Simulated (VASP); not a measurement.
# PtC in VASP: notebook

The runs below take PtC through single point, relaxation of cell and atoms, with PBE.

All numbers are computed with VASP 6.6.1; they aren't measurements. Logs are shortened: lines on timing, memory, paths and dates and some standing lists are left out, and cuts for length are marked.

### 1 The cell of the first run

Symmetry: Pm-3m, No. 221, cubic system. The conventional cell has a = 2.804 Å, b = 2.804 Å, c = 2.804 Å, α = 90.00°, β = 90.00°, γ = 90.00°. Pt (site symmetry m-3m) has 8 C at 2.43 Å and 6 Pt at 2.80 Å within 3.2 Å. Within 3.2 Å of C (site symmetry m-3m) lie 8 Pt at 2.43 Å and 6 C at 2.80 Å.

### 2 Single point, PBE

Contents of INCAR:

```
PREC = Accurate
ENCUT = 520
EDIFF = 1E-6
ISMEAR = 0
SIGMA = 0.1
LREAL = F
LASPH = T
NELM = 100
ALGO = Normal
ISIF = 2
LWAVE = F
LCHARG = T
GGA = PE
LELF = T
LVHAR = T
NBANDS = 14
```

Contents of KPOINTS:

```
regular mesh
0
Gamma
  6 6 6
```

Contents of POSCAR:

```
PtC
1.0
    2.8036907498      0.0000000000      0.0000000000
    0.0000000000      2.8036907498      0.0000000000
    0.0000000000      0.0000000000      2.8036907498
Pt C
1 1
Direct
    0.0000000000      0.0000000000      0.0000000000
    0.5000000000      0.5000000000      0.5000000000
```

Potentials or basis: VASP PAW PBE potentials, release 64 (Pt, C).

Command:

```bash
> cat potpaw_PBE.64/Pt/POTCAR potpaw_PBE.64/C/POTCAR > POTCAR
> mpirun -np 1 vasp_std > vasp.out
```

OUTCAR:

```text
PREC = Accurate
   ENCUT = 520
   EDIFF = 1E-6
   ISMEAR = 0
   LREAL = F
   LASPH = T
   NELM = 100
   ISIF = 2
   GGA = PE

 ion  position               nearest neighbor table
   1  0.000  0.000  0.000-   2 2.43   2 2.43   2 2.43   2 2.43   2 2.43   2 2.43   2 2.43   2 2.43

   2  0.500  0.500  0.500-   1 2.43   1 2.43   1 2.43   1 2.43   1 2.43   1 2.43   1 2.43   1 2.43

  LATTYP: Found a simple cubic cell.
 ALAT       =     2.8036907498

  Lattice vectors:

 A1 = (   2.8036907498,   0.0000000000,   0.0000000000)
 A2 = (   0.0000000000,   2.8036907498,   0.0000000000)
 A3 = (   0.0000000000,   0.0000000000,   2.8036907498)

Analysis of symmetry for initial positions (statically):
=====================================================================
 Subroutine PRICEL returns:
 Original cell was already a primitive cell.

 Routine SETGRP: Setting up the symmetry group for a
 simple cubic supercell.

 Subroutine GETGRP returns: Found 48 space group operations
 (whereof 48 operations were pure point group operations)
 out of a pool of 48 trial point group operations.

The static configuration has the point symmetry O_h .

Analysis of symmetry for dynamics (positions and initial velocities):
=====================================================================
 Subroutine PRICEL returns:
 Original cell was already a primitive cell.

 Routine SETGRP: Setting up the symmetry group for a
 simple cubic supercell.

 Subroutine GETGRP returns: Found 48 space group operations
 (whereof 48 operations were pure point group operations)
 out of a pool of 48 trial point group operations.

The dynamic configuration has the point symmetry O_h .

 Subroutine INISYM returns: Found 48 space group operations
 (whereof 48 operations are pure point group operations),
 and found     1 'primitive' translations

----------------------------------------------------------------------------------------

                                     Primitive cell

  volume of cell :      22.0389

  direct lattice vectors                    reciprocal lattice vectors
     2.803690750  0.000000000  0.000000000     0.356672718  0.000000000  0.000000000
     0.000000000  2.803690750  0.000000000     0.000000000  0.356672718  0.000000000
     0.000000000  0.000000000  2.803690750     0.000000000  0.000000000  0.356672718

  length of vectors
     2.803690750  2.803690750  2.803690750     0.356672718  0.356672718  0.356672718

  position of ions in fractional coordinates (direct lattice)
     0.000000000  0.000000000  0.000000000
     0.500000000  0.500000000  0.500000000

  ion indices of the primitive-cell ions
   primitive index   ion index
                 1           1
                 2           2

----------------------------------------------------------------------------------------

 KPOINTS: regular mesh

Automatic generation of k-mesh.
 Grid dimensions read from file:
 generate k-points for:    6    6    6

 Generating k-lattice:

  Cartesian coordinates                     Fractional coordinates (reciprocal lattice)
     0.059445453  0.000000000  0.000000000     0.166666667  0.000000000  0.000000000
     0.000000000  0.059445453  0.000000000     0.000000000  0.166666667  0.000000000
     0.000000000  0.000000000  0.059445453     0.000000000  0.000000000  0.166666667

  Length of vectors
     0.059445453  0.059445453  0.059445453

  Shift w.r.t. Gamma in fractional coordinates (k-lattice)
     0.000000000  0.000000000  0.000000000

 Subroutine IBZKPT returns following result:
 ===========================================

 Found     20 irreducible k-points:

 Following reciprocal coordinates:
            Coordinates               Weight
  0.000000  0.000000  0.000000      1.000000
  0.166667  0.000000  0.000000      6.000000
  0.333333  0.000000  0.000000      6.000000
  0.500000  0.000000  0.000000      3.000000
  0.166667  0.166667  0.000000     12.000000
  0.333333  0.166667  0.000000     24.000000
[... 12 lines left out ...]
  0.500000  0.500000  0.333333      6.000000
  0.500000  0.500000  0.500000      1.000000
   k-points           NKPTS =     20   k-points in BZ     NKDIM =     20   number of bands    NBANDS=     14
   number of dos      NEDOS =    301   number of ions     NIONS =      2
   total plane-waves  NPLWV =  13824
   dimension x,y,z NGX =    24 NGY =   24 NGZ =   24
   dimension x,y,z NGXF=    48 NGYF=   48 NGZF=   48
   ions per type =               1   1
   NGX,Y,Z   is equivalent  to a cutoff of  14.23, 14.23, 14.23 a.u.
   NGXF,Y,Z  is equivalent  to a cutoff of  28.46, 28.46, 28.46 a.u.
 SYSTEM =  unknown system
   PREC   = accura    normal or accurate (medium, high low for compatibility)
   ISTART =      0    job   : 0-new  1-cont  2-samecut
   ICHARG =      2    charge: 1-file 2-atom 10-const
   ISPIN  =      1    spin polarized calculation?
   LNONCOLLINEAR =      F non collinear calculations
   LSORBIT =      F    spin-orbit coupling
   LASPH  =      T    aspherical Exc in radial PAW
   ENCUT  =  520.0 eV  38.22 Ry    6.18 a.u.   5.21  5.21  5.21*2*pi/ulx,y,z
   NELM   =    100;   NELMIN=  2; NELMDL= -5     # of ELM steps
   EDIFF  = 0.1E-05   stopping-criterion for ELM
   LREAL  =      F    real-space projection
   EDIFFG = 0.1E-04   stopping-criterion for IOM
   NSW    =      0    number of steps for IOM
   IBRION =     -1    ionic relax: 0-MD 1-quasi-New 2-CG
   NFREE  =      0    steps in history (QN), initial steepest desc. (CG)
   ISIF   =      2    stress and relaxation
   ISYM   =      2    0-nonsym 1-usesym 2-fastsym
   POTIM  = 0.5000    time-step for ionic-motion
   TEBEG  =    0.0;   TEEND  =   0.0 temperature during run
   PSTRESS=    0.0 pullay stress
   NELECT =      14.0000    total number of electrons
   NUPDOWN=      -1.0000    fix difference up-down
   EMIN   =  10.00;   EMAX   =-10.00  energy-range for DOS
   EFERMI =   0.00;   METHOD = LEGACY
   ISMEAR =     0;   SIGMA  =   0.10  broadening in eV -4-tet -1-fermi 0-gaus
   EFERMI_NEDOS =   21; number of points for ismear=-14 and -15
   IALGO  =     38    algorithm
   IMIX   =      4    mixing-type and parameters
     AMIX     =   0.40;   BMIX     =  1.00
     AMIX_MAG =   1.60;   BMIX_MAG =  1.00
  volume/ion in A,a.u.               =      11.02        74.36
  Fermi-wavevector in a.u.,A,eV,Ry     =   1.407302  2.659416 26.946336  1.980500
  Thomas-Fermi vector in A             =   2.529575
   LORBIT       =      0    0 simple, 1 ext, 2 COOP (PROOUT), +10 PAW based schemes
   GGA     = PE    functional components
   LHFCALC =     F    Hartree Fock is set to
   AEXX    =    0.0000 exact exchange contribution
   IVDW    =     0    specifies the selected vdW correction
   LEPSILON=     F    determine dielectric tensor
   LRPA    =     F    only Hartree local field effects (RPA)
 non-spin polarized calculation
 Gauss-broadening in eV      SIGMA  =   0.10
  energy-cutoff  :      520.00
  volume of cell :       22.04
 maximum number of plane-waves:       624
 NGX is ok and might be reduce to    24
   NGX = 11   NGY = 11   NGZ = 11

 number of electron      13.9999999 magnetization

 Free energy of the ion-electron system (eV)
  ---------------------------------------------------
  ext. energy  EPLUGINS =         0.00000000
  ---------------------------------------------------
  free energy    TOTEN  =       -11.36300611 eV

  energy without entropy =      -11.35083697  energy(sigma->0) =      -11.35692154

 E-fermi :  10.6741     XC(G=0): -13.3017

 val. band max:       10.6648839516   @ k =   0.5000   0.3333   0.1667
 cond. band min:      10.7053526412   @ k =   0.1667   0.1667   0.0000
 fundamental gap:      0.0404686895
 Fermi energy:        10.6740928661

 k-point     1 :       0.0000    0.0000    0.0000
  band No.  band energies     occupation
      1      -4.1804      2.00000
      2       4.4619      2.00000
      3       4.4619      2.00000
      4       8.8166      2.00000
      5       8.8166      2.00000
      6       8.8166      2.00000
      7      10.4402      1.99906
      8      10.4402      1.99906
      9      10.4402      1.99906
     10      14.6024      0.00000
     11      26.2814      0.00000
     12      26.2814      0.00000
     13      30.6554      0.00000
     14      30.6554      0.00000

 k-point     2 :       0.1667    0.0000    0.0000
  band No.  band energies     occupation
      1      -3.6564      2.00000
      2       4.4799      2.00000
      3       4.5991      2.00000
      4       7.6110      2.00000
      5       7.6110      2.00000
      6       8.8694      2.00000
      7       9.2319      2.00000
      8      11.8381      0.00000
      9      11.8381      0.00000
     10      15.9314      0.00000
     11      24.6685      0.00000
     12      26.1934      0.00000
     13      29.0140      0.00000
     14      29.0140      0.00000

 k-point     3 :       0.3333    0.0000    0.0000
  band No.  band energies     occupation
      1      -2.2289      2.00000
      2       3.0617      2.00000
      3       4.8904      2.00000
      4       6.3855      2.00000
      5       6.3855      2.00000
      6       8.9769      2.00000
      7       9.4829      2.00000
      8      13.5793      0.00000
      9      13.5793      0.00000
     10      17.5790      0.00000
     11      22.4626      0.00000
     12      23.1878      0.00000
     13      26.2049      0.00000
     14      26.2049      0.00000
[... 256 lines left out ...]
 k-point    19 :       0.5000    0.5000    0.3333
  band No.  band energies     occupation
      1       0.6530      2.00000
      2       3.1025      2.00000
      3       3.1025      2.00000
      4       5.1467      2.00000
      5       8.5481      2.00000
      6      10.3722      1.99998
      7      12.0728      0.00000
      8      12.0728      0.00000
      9      14.1429      0.00000
     10      15.6329      0.00000
     11      18.5839      0.00000
     12      18.5839      0.00000
     13      24.4501      0.00000
     14      33.0740      0.00000

 k-point    20 :       0.5000    0.5000    0.5000
  band No.  band energies     occupation
      1       2.5643      2.00000
      2       2.6226      2.00000
      3       2.6226      2.00000
      4       2.6226      2.00000
      5      10.3992      1.99990
      6      10.3993      1.99990
      7      14.4330      0.00000
      8      14.4330      0.00000
      9      14.4330      0.00000
     10      16.0668      0.00000
     11      16.0668      0.00000
     12      16.0668      0.00000
     13      20.8770      0.00000
     14      35.2501      0.00000

------------------------ aborting loop because EDIFF is reached ----------------------------------------

  FORCE on cell =-STRESS in cart. coord.  units (eV):
  Direction    XX          YY          ZZ          XY          YZ          ZX
  --------------------------------------------------------------------------------------
  -------------------------------------------------------------------------------------
  Total       -0.0628254     -0.0628254     -0.0628254      0.0000000     -0.0000000      0.0000000
  in kB       -4.5672592     -4.5672592     -4.5672592      0.0000000     -0.0000000      0.0000000
  external PRESSURE =      -4.5672592 kB  Pullay stress =       0.0000000 kB

 VOLUME and BASIS-vectors are now :
 -----------------------------------------------------------------------------
  energy-cutoff  :      520.00
  volume of cell :       22.04
      direct lattice vectors                 reciprocal lattice vectors
     2.803690750  0.000000000  0.000000000     0.356672718  0.000000000  0.000000000
     0.000000000  2.803690750  0.000000000     0.000000000  0.356672718  0.000000000
     0.000000000  0.000000000  2.803690750     0.000000000  0.000000000  0.356672718

 POSITION                                       TOTAL-FORCE (eV/Angst)
 -----------------------------------------------------------------------------------
      0.00000      0.00000      0.00000         0.000000      0.000000      0.000000
      1.40185      1.40185      1.40185         0.000000      0.000000      0.000000
 -----------------------------------------------------------------------------------
    total drift:                                0.000000      0.000000     -0.000000

  FREE ENERGIE OF THE ION-ELECTRON SYSTEM (eV)
  ---------------------------------------------------
  free  energy   TOTEN  =       -11.3630061071 eV

  energy  without entropy=      -11.3508369708  energy(sigma->0) =      -11.35692154
```

Run time: 7.1 s. Hardware: 1 thread of Intel Xeon 8259CL, shared host; peak memory 0.14 GiB.

What came out:

```
Free energy            : -11.3630 eV
Pressure               : -0.5 GPa
Band gap on the k mesh : zero (bands 7 and 8 overlap by 4.14 eV)
```

Caveat: the k points lie up to 0.37 Å⁻¹ apart, too coarse for converged energies and pressures of a metal; spin-orbit coupling is left out, which moves the levels of the heavy elements.

### 3 Relaxation of cell and atoms, PBE

This run uses another cell than the first one, of 11.70 Å³/atom.

Contents of INCAR:

```
SYSTEM = PtC
PREC     = Accurate       ! precision mode
ENCUT    = 600            ! plane-wave cutoff, eV
EDIFF    = 1E-6           ! SCF threshold, eV
ISMEAR   = 0              ! smearing method
SIGMA    = 0.1            ! smearing width, eV
LREAL    = .False.        ! projectors in reciprocal space
LASPH    = .True.         ! aspherical terms in the spheres
NELM     = 100            ! most SCF steps
ALGO     = Normal         ! electronic algorithm
ISIF     = 3              ! what is computed and relaxed
LWAVE    = .False.        ! write WAVECAR
LCHARG   = .False.        ! write CHGCAR
GGA      = PE             ! functional
IBRION   = 2              ! ionic algorithm
NSW      = 90             ! ionic steps
EDIFFG   = -0.04          ! ionic threshold
```

Contents of KPOINTS:

```
regular mesh
0
Gamma
  6 6 6
  0 0 0
```

Contents of POSCAR:

```
PtC
1.0
    2.8598634921      0.0000000000      0.0000000000
    0.0000000000      2.8598634921      0.0000000000
    0.0000000000      0.0000000000      2.8598634921
Pt C
1 1
Direct
    0.0000000000      0.0000000000      0.0000000000
    0.5000000000      0.5000000000      0.5000000000
```

Potentials or basis: VASP PAW PBE potentials, release 64 (Pt, C).

Command:

```bash
> cat potpaw_PBE.64/Pt/POTCAR potpaw_PBE.64/C/POTCAR > POTCAR
> mpirun -np 1 vasp_std > vasp.out
```

Run time: 26 s. Hardware: 1 thread of Intel Xeon 8259CL, shared host; peak memory 0.15 GiB.

The run converged. Its results:

* Free energy: -11.3646 eV
* Relaxed volume: 11.01 Å³/atom
* Relaxed cell: a = 2.803 Å, b = 2.803 Å, c = 2.803 Å, α = 90.00°, β = 90.00°, γ = 90.00°
* Space group after relaxing (to 0.1 Å): Pm-3m (No. 221)
* Energy gained by relaxing: 28.9 meV/atom
* Ionic steps: 3
* Pressure after relaxing: -0.2 GPa
* Band gap on the k mesh: zero (bands 7 and 8 overlap by 4.14 eV)

The path:
| step | energy change (eV) | largest force (eV/Å) | pressure (GPa) | volume (Å³) |
| --- | --- | --- | --- | --- |
| 1 | 0.0000 | 0.0000 | -12.33 | 23.39 |
| 2 | 0.0350 | 0.0000 | 20.90 | 20.47 |
| 3 | -0.0578 | 0.0000 | -0.22 | 22.02 |

Final structure:
```
Pt C
1.0
     2.80298    0.00000    0.00000
     0.00000    2.80298    0.00000
     0.00000    0.00000    2.80298
Pt C
1 1
Direct
  0.00000 0.00000 0.00000
  0.50000 0.50000 0.50000
```

Levels at points of the mesh, in eV from the Fermi level:
| k point | band 3 | band 4 | band 5 | band 6 | band 7 | band 8 | band 9 | band 10 | band 11 |
| --- | --- | --- | --- | --- | --- | --- | --- | --- | --- |
| (0.00, 0.00, 0.00) | -6.22 | -1.86 | -1.86 | -1.86 | -0.24 | -0.24 | -0.24 | 3.93 | 15.61 |
| (0.50, 0.00, 0.00) | -5.63 | -4.74 | -4.74 | -1.64 | -0.17 | 3.71 | 3.71 | 8.68 | 9.14 |
| (0.50, 0.50, 0.00) | -4.77 | -4.77 | -3.27 | -3.27 | -0.54 | -0.38 | 1.13 | 4.54 | 12.17 |
| (0.50, 0.50, 0.50) | -8.06 | -8.06 | -0.27 | -0.27 | 3.76 | 3.76 | 3.76 | 5.39 | 5.39 |

Caveat: the k points lie up to 0.37 Å⁻¹ apart in the final cell, too coarse for converged energies and pressures of a metal; spin-orbit coupling is left out, which moves the levels of the heavy elements.

### 4 Single point, PBE

This run uses another cell than the first one, of 11.07 Å³/atom.

Contents of INCAR:

```
SYSTEM = PtC
  PREC = Accurate
  ENCUT = 520
  EDIFF = 1E-6
  ISMEAR = 0
  SIGMA = 0.1
  LREAL = .False.
  LASPH = .True.
  NELM = 80
  ALGO = Normal
  ISIF = 2
  LWAVE = .False.
  LCHARG = .False.
  GGA = PE
  NBANDS = 14
```

Contents of KPOINTS:

```
Automatic mesh
0
Gamma
  20 20 16
  0 0 0
```

Contents of POSCAR:

```
PtC
1.0
    2.8068790796      0.0000000000      0.0000000000
    0.0000000000      2.8068790796      0.0000000000
    0.0000000000      0.0000000000      2.8109888098
Pt C
1 1
Direct
    0.5000000000      0.5000000000      0.5000000000
    0.0000000000      0.0000000000      0.0000000000
```

Command:

```bash
> cat potpaw_PBE.64/Pt/POTCAR potpaw_PBE.64/C/POTCAR > POTCAR
> mpirun -np 1 vasp_std > vasp.out
```

Run time: 2.6 min. Hardware: 1 thread of Intel Xeon 8259CL, shared host; peak memory 0.31 GiB.

The run converged. Its results:

* Free energy: -11.3544 eV
* Pressure: -0.2 GPa
* Band gap on the k mesh: zero (bands 7 and 8 overlap by 4.16 eV)

Levels at points of the mesh, in eV from the Fermi level:
```tsv
k point	band 3	band 4	band 5	band 6	band 7	band 8	band 9	band 10	band 11	band 12
(0.00, 0.00, 0.00)	-6.04	-1.72	-1.72	-1.71	-0.09	-0.07	-0.07	4.02	15.71	15.72
(0.50, 0.00, 0.00)	-5.46	-4.59	-4.56	-1.51	-0.04	3.84	3.84	8.76	9.23	11.06
(0.50, 0.50, 0.00)	-4.58	-4.58	-3.13	-3.13	-0.43	-0.26	1.28	4.65	12.25	12.25
(0.00, 0.00, 0.50)	-5.48	-4.56	-4.56	-1.50	-0.07	3.84	3.84	8.78	9.22	11.07
(0.50, 0.00, 0.50)	-4.59	-4.58	-3.12	-3.11	-0.42	-0.27	1.30	4.62	12.26	12.28
(0.50, 0.50, 0.50)	-7.86	-7.86	-0.17	-0.16	3.87	3.87	3.88	5.52	5.52	5.52
```

Caveat: spin-orbit coupling is left out, which moves the levels of the heavy elements.

[end of part 1 of 2]
